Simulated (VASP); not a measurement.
Pb:

```
CELL_PARAMETERS angstrom
3.47673 0.00000 0.00000
-1.73837 3.01094 0.00000
0.00000 0.00000 11.33988
ATOMIC_POSITIONS crystal
Pb 0.66667 0.33333 0.75000
Pb 0.00000 0.00000 0.50000
Pb 0.33333 0.66667 0.25000
Pb 0.00000 0.00000 0.00000
```

This cell differs from its parent crystal: volume scaled by 0.96.

Base run:

* Program: VASP 6.6.1
* Functional: PBEsol
* Potentials or basis: VASP PAW PBE potentials, release 64 (Pb_d)
* Cutoff: 520 eV
* k mesh: 9 × 9 × 3
* Occupations: fermi-dirac, width 0.05 eV
* Spin: no spin polarisation

Its results: band gap on the k mesh zero (band 28 reaches 13.12 eV, above the bottom of band 29 at 5.19 eV); pressure 0.3 GPa.

Task: The run is repeated on the same cell with these changes: functional from PBEsol to PBE; further incar settings from ALGO = Normal; EDIFF = 1e-07; NBANDS = 36 to ALGO = Normal; EDIFF = 1e-06; NBANDS = 36. What comes out?

Result: Band gap on the k mesh zero (band 28 reaches 13.31 eV, above the bottom of band 29 at 5.39 eV); pressure 3.3 GPa.

Caveats: spin-orbit coupling is left out, which moves the levels of the heavy elements; the PAW data sets were made with another functional, which shifts forces and pressure a little (some runs).
